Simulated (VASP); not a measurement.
# InAsS4 (P4/mmm) in VASP: notebook, part 2 of 3

VASP 6.6.1. The steps go on from the part before.

## 3. Single point, PBE

This run uses another cell than the first one, of 23.36 Å³/atom, 1.204 times its volume.

File INCAR:

```
SYSTEM = InAsS4
PREC = Accurate
ENCUT = 520
EDIFF = 1E-6
ISMEAR = 0
SIGMA = 0.1
LREAL = .FALSE.
LASPH = .TRUE.
NELM = 80
ALGO = Normal
ISIF = 2
LWAVE = .FALSE.
LCHARG = .FALSE.
GGA = PE
NBANDS = 30
```

File KPOINTS:

```
regular mesh
0
G
  4 4 4
  0 0 0
```

File POSCAR:

```
InAsS4
1.0
    3.7275992594      0.0000000000      0.0000000000
    0.0000000000      3.7275992594      0.0000000000
    0.0000000000      0.0000000000     10.0890628797
In As S
1 1 4
Direct
    0.0000000000      0.0000000000      0.0000000000
    0.5000000000      0.5000000000      0.5000000000
    0.0000000000      0.0000000000      0.6037602195
    0.5000000000      0.5000000000      0.1089851251
    0.5000000000      0.5000000000      0.8910148749
    0.0000000000      0.0000000000      0.3962397805
```

Potentials or basis: VASP PAW PBE potentials, release 64 (In_d, As, S).

Started as:

```
$ cat potpaw_PBE.64/In_d/POTCAR potpaw_PBE.64/As/POTCAR potpaw_PBE.64/S/POTCAR > POTCAR
$ mpirun -np 1 vasp_std > vasp.out
```

OUTCAR:

```text
SYSTEM = InAsS4
   PREC = Accurate
   ENCUT = 520
   EDIFF = 1E-6
   ISMEAR = 0
   LREAL = .FALSE.
   LASPH = .TRUE.
   NELM = 80
   ISIF = 2
   GGA = PE

 ion  position               nearest neighbor table
   1  0.000  0.000  0.000-   4 2.86   5 2.86   4 2.86   5 2.86   4 2.86   5 2.86   4 2.86   5 2.86

   2  0.500  0.500  0.500-   3 2.84   6 2.84   3 2.84   6 2.84   3 2.84   6 2.84   3 2.84   6 2.84

   3  0.000  0.000  0.604-   6 2.09   2 2.84   2 2.84   2 2.84   2 2.84
   4  0.500  0.500  0.109-   5 2.20   1 2.86   1 2.86   1 2.86   1 2.86
   5  0.500  0.500  0.891-   4 2.20   1 2.86   1 2.86   1 2.86   1 2.86
   6  0.000  0.000  0.396-   3 2.09   2 2.84   2 2.84   2 2.84   2 2.84

  LATTYP: Found a simple tetragonal cell.
 ALAT       =     3.7275992594
 C/A-ratio  =     2.7065846347

  Lattice vectors:

 A1 = (   3.7275992594,   0.0000000000,   0.0000000000)
 A2 = (   0.0000000000,   3.7275992594,   0.0000000000)
 A3 = (   0.0000000000,   0.0000000000,  10.0890628797)

Analysis of symmetry for initial positions (statically):
=====================================================================
 Subroutine PRICEL returns:
 Original cell was already a primitive cell.

 Routine SETGRP: Setting up the symmetry group for a
 simple tetragonal supercell.

 Subroutine GETGRP returns: Found 16 space group operations
 (whereof 16 operations were pure point group operations)
 out of a pool of 16 trial point group operations.

The static configuration has the point symmetry D_4h.

Analysis of symmetry for dynamics (positions and initial velocities):
=====================================================================
 Subroutine PRICEL returns:
 Original cell was already a primitive cell.

 Routine SETGRP: Setting up the symmetry group for a
[... 125 lines left out ...]
   IMIX   =      4    mixing-type and parameters
     AMIX     =   0.40;   BMIX     =  1.00
     AMIX_MAG =   1.60;   BMIX_MAG =  1.00
  volume/ion in A,a.u.               =      23.36       157.67
  Fermi-wavevector in a.u.,A,eV,Ry     =   1.095439  2.070079 16.326807  1.199986
  Thomas-Fermi vector in A             =   2.231763
   LORBIT       =      0    0 simple, 1 ext, 2 COOP (PROOUT), +10 PAW based schemes
   GGA     = PE    functional components
   LHFCALC =     F    Hartree Fock is set to
   AEXX    =    0.0000 exact exchange contribution
   IVDW    =     0    specifies the selected vdW correction
   LEPSILON=     F    determine dielectric tensor
   LRPA    =     F    only Hartree local field effects (RPA)
 non-spin polarized calculation
 Gauss-broadening in eV      SIGMA  =   0.10
  energy-cutoff  :      520.00
  volume of cell :      140.19
 maximum number of plane-waves:      3806
 NGX is ok and might be reduce to    28
   NGX = 13   NGY = 13   NGZ = 37

 number of electron      42.0000017 magnetization

 Free energy of the ion-electron system (eV)
  ---------------------------------------------------
  ext. energy  EPLUGINS =         0.00000000
  ---------------------------------------------------
  free energy    TOTEN  =       -22.04531443 eV

  energy without entropy =      -22.01502962  energy(sigma->0) =      -22.03017202

 E-fermi :   4.4022     XC(G=0):  -9.2664

 val. band max:        4.3891750756   @ k =   0.2500   0.0000   0.2500
 cond. band min:       4.4022682318   @ k =   0.2500   0.0000   0.0000
 fundamental gap:      0.0130931563
 Fermi energy:         4.4021893086

 k-point     1 :       0.0000    0.0000    0.0000
  band No.  band energies     occupation
      1     -11.7706      2.00000
      2     -10.8826      2.00000
      3      -9.8102      2.00000
      4      -9.7100      2.00000
      5      -9.6717      2.00000
      6      -9.6717      2.00000
[... 583 lines left out ...]
     29      10.1120      0.00000
     30      12.2473      0.00000

------------------------ aborting loop because EDIFF is reached ----------------------------------------

  FORCE on cell =-STRESS in cart. coord.  units (eV):
  Direction    XX          YY          ZZ          XY          YZ          ZX
  --------------------------------------------------------------------------------------
  -------------------------------------------------------------------------------------
  Total       -0.2003054     -0.2003054     -0.4226793      0.0000000      0.0000000     -0.0000000
  in kB       -2.2892536     -2.2892536     -4.8307248      0.0000000      0.0000000     -0.0000000
  external PRESSURE =      -3.1364107 kB  Pullay stress =       0.0000000 kB

 VOLUME and BASIS-vectors are now :
 -----------------------------------------------------------------------------
  energy-cutoff  :      520.00
  volume of cell :      140.19
      direct lattice vectors                 reciprocal lattice vectors
     3.727599259  0.000000000  0.000000000     0.268269181  0.000000000  0.000000000
     0.000000000  3.727599259  0.000000000     0.000000000  0.268269181  0.000000000
     0.000000000  0.000000000 10.089062880     0.000000000  0.000000000  0.099117233

 POSITION                                       TOTAL-FORCE (eV/Angst)
 -----------------------------------------------------------------------------------
      0.00000      0.00000      0.00000         0.000000      0.000000     -0.000000
      1.86380      1.86380      5.04453         0.000000      0.000000     -0.000000
      0.00000      0.00000      6.09137         0.000000      0.000000     -0.129725
      1.86380      1.86380      1.09956         0.000000     -0.000000     -0.111634
      1.86380      1.86380      8.98951        -0.000000     -0.000000      0.111634
      0.00000      0.00000      3.99769         0.000000      0.000000      0.129725
 -----------------------------------------------------------------------------------
    total drift:                               -0.000000      0.000000     -0.000000

  FREE ENERGIE OF THE ION-ELECTRON SYSTEM (eV)
  ---------------------------------------------------
  free  energy   TOTEN  =       -22.0453144264 eV

  energy  without entropy=      -22.0150296216  energy(sigma->0) =      -22.03017202
```

OSZICAR:

```text
N       E                     dE             d eps       ncg     rms          rms(c)
DAV:   1     0.344241113165E+03    0.34424E+03   -0.17982E+04  1080   0.136E+03
DAV:   2     0.223035901732E+02   -0.32194E+03   -0.30625E+03  1178   0.333E+02
DAV:   3    -0.207148751608E+02   -0.43018E+02   -0.41167E+02  1400   0.120E+02
DAV:   4    -0.227300836836E+02   -0.20152E+01   -0.19918E+01  1260   0.272E+01
DAV:   5    -0.228230747618E+02   -0.92991E-01   -0.92956E-01  1644   0.599E+00    0.165E+01
DAV:   6    -0.221885570946E+02    0.63452E+00   -0.32253E+00  1596   0.783E+00    0.965E+00
DAV:   7    -0.221916942408E+02   -0.31371E-02   -0.10860E+00  1494   0.601E+00    0.489E+00
DAV:   8    -0.220642025773E+02    0.12749E+00   -0.16531E-01  1328   0.231E+00    0.116E+00
DAV:   9    -0.220998079666E+02   -0.35605E-01   -0.95071E-02  1480   0.250E+00    0.127E+00
DAV:  10    -0.220451794087E+02    0.54629E-01   -0.36754E-02  1298   0.898E-01    0.215E-01
DAV:  11    -0.220453886362E+02   -0.20923E-03   -0.33332E-03  1434   0.365E-01    0.149E-01
DAV:  12    -0.220453595051E+02    0.29131E-04   -0.45283E-04  1584   0.166E-01    0.665E-02
DAV:  13    -0.220453136706E+02    0.45835E-04   -0.12103E-04  1516   0.989E-02    0.231E-02
DAV:  14    -0.220453212970E+02   -0.76264E-05   -0.12125E-05  1494   0.295E-02    0.222E-02
DAV:  15    -0.220453139687E+02    0.73283E-05   -0.68823E-06  1330   0.180E-02    0.315E-03
DAV:  16    -0.220453144264E+02   -0.45762E-06   -0.16998E-06   998   0.758E-03
   1 F= -.22045314E+02 E0= -.22030172E+02  d E =-.302848E-01
```

Run time: 71 s. Hardware: 1 thread of Intel Xeon Platinum 8375C at 2.90GHz (Ice Lake), shared host; peak memory 0.27 GiB.

Results:

```yaml
Free_energy: -22.0453 eV
Pressure: -0.3 GPa
Largest_force: 0.130 eV/Å
Band_gap_on_the_k_mesh: zero (band 21 reaches 4.41 eV, above the bottom of band 22 at 3.42 eV)
```

Forces in eV/Å, atoms in the order of the input:
```
In   0.000  0.000  0.000
As   0.000  0.000  0.000
S    0.000  0.000 -0.130
S    0.000  0.000 -0.112
S    0.000  0.000  0.112
S    0.000  0.000  0.130
```

Levels at points of the mesh, in eV from the Fermi level:
```tsv
k point	band 18	band 19	band 20	band 21	band 22	band 23	band 24	band 25
(0.00, 0.00, 0.00)	-0.68	-0.68	-0.47	-0.14	-0.14	1.02	2.46	3.11
(0.50, 0.00, 0.00)	-2.19	-0.94	-0.27	-0.25	-0.18	2.16	2.33	2.46
(0.50, 0.50, 0.00)	-2.35	-2.35	-1.47	-1.47	-0.98	1.75	2.52	3.20
(0.00, 0.00, 0.50)	-0.55	-0.55	-0.36	-0.27	-0.27	1.64	2.47	3.11
(0.50, 0.00, 0.50)	-2.23	-0.93	-0.32	-0.25	-0.12	1.80	2.12	2.29
(0.50, 0.50, 0.50)	-2.12	-2.12	-1.75	-1.75	-0.78	2.18	2.72	2.78
```

Caveat: the k points lie up to 0.42 Å⁻¹ apart; spin-orbit coupling is left out, which moves the levels of the heavy elements.

## 4. Single point, PBE

This run uses another cell than the first one, of 23.68 Å³/atom, 1.220 times its volume.

File INCAR:

```
SYSTEM = InAsS4
  ALGO = Normal
  EDIFF = 1E-7
  ENCUT = 520
  GGA = PE
  ISIF = 2
  ISMEAR = 0
  LASPH = .TRUE.
  LCHARG = .FALSE.
  LREAL = .FALSE.
  LWAVE = .FALSE.
  NBANDS = 30
  NELM = 80
  PREC = Accurate
  SIGMA = 0.1
```

File KPOINTS:

```
k-points
0
G
  6 6 2
  0 0 0
```

File POSCAR:

```
InAsS4
1.0
    3.7421249259      0.0000000000      0.0000000000
    0.0000000000      3.7421249259      0.0000000000
    0.0000000000      0.0000000000     10.1449940241
In As S
1 1 4
Direct
    0.0000000000      0.0000000000      0.0000000000
    0.5000000000      0.5000000000      0.5000000000
    0.0000000000      0.0000000000      0.6025277410
    0.5000000000      0.5000000000      0.1083098749
    0.5000000000      0.5000000000      0.8916901251
    0.0000000000      0.0000000000      0.3974722590
```

Potentials or basis: VASP PAW PBE potentials, release 64 (In_d, As, S).

Started as:

```
$ cat potpaw_PBE.64/In_d/POTCAR potpaw_PBE.64/As/POTCAR potpaw_PBE.64/S/POTCAR > POTCAR
$ mpirun -np 1 vasp_std > vasp.out
```

OUTCAR:

```text
SYSTEM = InAsS4
   EDIFF = 1E-7
   ENCUT = 520
   GGA = PE
   ISIF = 2
   ISMEAR = 0
   LASPH = .TRUE.
   LREAL = .FALSE.
   NELM = 80
   PREC = Accurate

 ion  position               nearest neighbor table
   1  0.000  0.000  0.000-   4 2.87   5 2.87   4 2.87   5 2.87   4 2.87   5 2.87   4 2.87   5 2.87

   2  0.500  0.500  0.500-   3 2.84   6 2.84   3 2.84   6 2.84   3 2.84   6 2.84   3 2.84   6 2.84

   3  0.000  0.000  0.603-   6 2.08   2 2.84   2 2.84   2 2.84   2 2.84
   4  0.500  0.500  0.108-   5 2.20   1 2.87   1 2.87   1 2.87   1 2.87
   5  0.500  0.500  0.892-   4 2.20   1 2.87   1 2.87   1 2.87   1 2.87
   6  0.000  0.000  0.397-   3 2.08   2 2.84   2 2.84   2 2.84   2 2.84

  LATTYP: Found a simple tetragonal cell.
 ALAT       =     3.7421249259
 C/A-ratio  =     2.7110249457

  Lattice vectors:

 A1 = (   3.7421249259,   0.0000000000,   0.0000000000)
 A2 = (   0.0000000000,   3.7421249259,   0.0000000000)
 A3 = (   0.0000000000,   0.0000000000,  10.1449940241)

Analysis of symmetry for initial positions (statically):
[... 177 lines left out ...]
 E-fermi :   4.5794     XC(G=0):  -9.1964

 val. band max:        4.5659430075   @ k =   0.3333   0.0000   0.5000
 cond. band min:       4.5800852693   @ k =   0.5000   0.3333   0.0000
 fundamental gap:      0.0141422618
 Fermi energy:         4.5794367469

 k-point     1 :       0.0000    0.0000    0.0000
  band No.  band energies     occupation
      1     -11.8047      2.00000
      2     -11.0498      2.00000
      3     -10.1168      2.00000
      4     -10.0199      2.00000
      5      -9.9788      2.00000
      6      -9.9788      2.00000
[... 649 lines left out ...]
     29       9.9343      0.00000
     30      12.0878      0.00000

------------------------ aborting loop because EDIFF is reached ----------------------------------------

  FORCE on cell =-STRESS in cart. coord.  units (eV):
  Direction    XX          YY          ZZ          XY          YZ          ZX
  --------------------------------------------------------------------------------------
  -------------------------------------------------------------------------------------
  Total       -0.1257713     -0.1257713     -0.4292232      0.0000000      0.0000000     -0.0000000
  in kB       -1.4184167     -1.4184167     -4.8406688      0.0000000      0.0000000     -0.0000000
  external PRESSURE =      -2.5591674 kB  Pullay stress =       0.0000000 kB

 VOLUME and BASIS-vectors are now :
 -----------------------------------------------------------------------------
  energy-cutoff  :      520.00
  volume of cell :      142.07
      direct lattice vectors                 reciprocal lattice vectors
     3.742124926  0.000000000  0.000000000     0.267227850  0.000000000  0.000000000
     0.000000000  3.742124926  0.000000000     0.000000000  0.267227850  0.000000000
     0.000000000  0.000000000 10.144994024     0.000000000  0.000000000  0.098570783

 POSITION                                       TOTAL-FORCE (eV/Angst)
 -----------------------------------------------------------------------------------
      0.00000      0.00000      0.00000        -0.000000     -0.000000      0.000000
      1.87106      1.87106      5.07250        -0.000000     -0.000000      0.000000
      0.00000      0.00000      6.11264         0.000000     -0.000000     -0.140280
      1.87106      1.87106      1.09880        -0.000000     -0.000000     -0.089672
      1.87106      1.87106      9.04619        -0.000000      0.000000      0.089672
      0.00000      0.00000      4.03235        -0.000000      0.000000      0.140280
 -----------------------------------------------------------------------------------
    total drift:                               -0.000000      0.000000      0.000000

  FREE ENERGIE OF THE ION-ELECTRON SYSTEM (eV)
  ---------------------------------------------------
  free  energy   TOTEN  =       -21.9885693279 eV

  energy  without entropy=      -21.9721822664  energy(sigma->0) =      -21.98037580
```

stdout:

```text
POSCAR found type information on POSCAR InAsS
 POSCAR found :  3 types and       6 ions
 scaLAPACK will be used
 LDA part: xc-table for (Slater+PW92), standard interpolation
 POSCAR, INCAR and KPOINTS ok, starting setup
 FFT: planning ... GRIDC
 FFT: planning ... GRID_SOFT
 FFT: planning ... GRID
 WAVECAR not read
 entering main loop
```

It took 72 s on 1 thread of Intel Xeon Platinum 8375C at 2.90GHz (Ice Lake), shared host; peak memory 0.27 GiB.

Results:

```
Free energy            : -21.9886 eV
Pressure               : -0.3 GPa
Largest force          : 0.140 eV/Å
Band gap on the k mesh : zero (band 21 reaches 4.73 eV, above the bottom of band 22 at 3.40 eV)
```

Forces on the atoms (eV/Å):
```
In   0.000  0.000  0.000
As   0.000  0.000  0.000
S    0.000  0.000 -0.140
S    0.000  0.000 -0.090
S    0.000  0.000  0.090
S    0.000  0.000  0.140
```

Stress tensor (GPa, compression positive):
```
-0.14  0.00  0.00
 0.00 -0.14  0.00
 0.00  0.00 -0.48
```

Caveat: spin-orbit coupling is left out, which moves the levels of the heavy elements.

## 5. Single point, PBE

This run uses another cell than the first one, of 23.92 Å³/atom, 1.233 times its volume.

File INCAR:

```
SYSTEM = InAsS4
PREC = Accurate
ENCUT = 520
EDIFF = 1E-7
ISMEAR = 0
SIGMA = 0.1
LREAL = .FALSE.
LASPH = .TRUE.
NELM = 100
ALGO = Normal
ISIF = 2
LWAVE = .FALSE.
LCHARG = .TRUE.
GGA = PE
LELF = .TRUE.
LVHAR = .TRUE.
NBANDS = 30
```

File KPOINTS:

```
regular mesh
0
G
  10 10 4
  0 0 0
```

File POSCAR:

```
InAsS4
1.0
    3.7326910056      0.0000000000      0.0000000000
    0.0000000000      3.7326910056      0.0000000000
    0.0000000000      0.0000000000     10.3001285852
In As S
1 1 4
Direct
    0.0000000000      0.0000000000      0.0000000000
    0.5000000000      0.5000000000      0.5000000000
    0.0000000000      0.0000000000      0.6006290631
    0.5000000000      0.5000000000      0.1066771991
    0.5000000000      0.5000000000      0.8933228009
    0.0000000000      0.0000000000      0.3993709369
```

Started as:

```
$ cat potpaw_PBE.64/In_d/POTCAR potpaw_PBE.64/As/POTCAR potpaw_PBE.64/S/POTCAR > POTCAR
$ mpirun -np 1 vasp_std > vasp.out
```

It took 3.7 min on 1 thread of Intel Xeon Platinum 8375C at 2.90GHz (Ice Lake), shared host; peak memory 0.39 GiB.

It converged, with:

```
Free energy            : -22.0582 eV
Pressure               : -0.2 GPa
Largest force          : 0.134 eV/Å
Band gap on the k mesh : zero (band 21 reaches 4.59 eV, above the bottom of band 22 at 3.32 eV)
```

Forces in eV/Å, atoms in the order of the input:
```
In   0.000  0.000  0.000
As   0.000  0.000  0.000
S    0.000  0.000 -0.134
S    0.000  0.000 -0.080
S    0.000  0.000  0.080
S    0.000  0.000  0.134
```

Stress tensor (GPa, compression positive):
```
-0.09  0.00  0.00
 0.00 -0.09  0.00
 0.00  0.00 -0.52
```

Levels at points of the mesh, in eV from the Fermi level:
```csv
k point,band 18,band 19,band 20,band 21,band 22,band 23,band 24,band 25
"(0.00, 0.00, 0.00)",-0.73,-0.73,-0.50,-0.33,-0.33,0.92,2.31,3.06
"(0.50, 0.00, 0.00)",-2.30,-1.00,-0.37,-0.31,-0.29,1.97,2.10,2.26
"(0.50, 0.50, 0.00)",-2.38,-2.38,-1.67,-1.67,-1.00,1.76,2.30,3.19
"(0.00, 0.00, 0.50)",-0.60,-0.60,-0.46,-0.46,-0.41,1.45,2.40,3.07
"(0.50, 0.00, 0.50)",-2.33,-1.00,-0.42,-0.29,-0.26,1.66,2.07,2.08
"(0.50, 0.50, 0.50)",-2.15,-2.15,-1.93,-1.93,-0.85,2.03,2.55,2.76
```

Caveat: spin-orbit coupling is left out, which moves the levels of the heavy elements.

(Continued in part 3 of 3.)
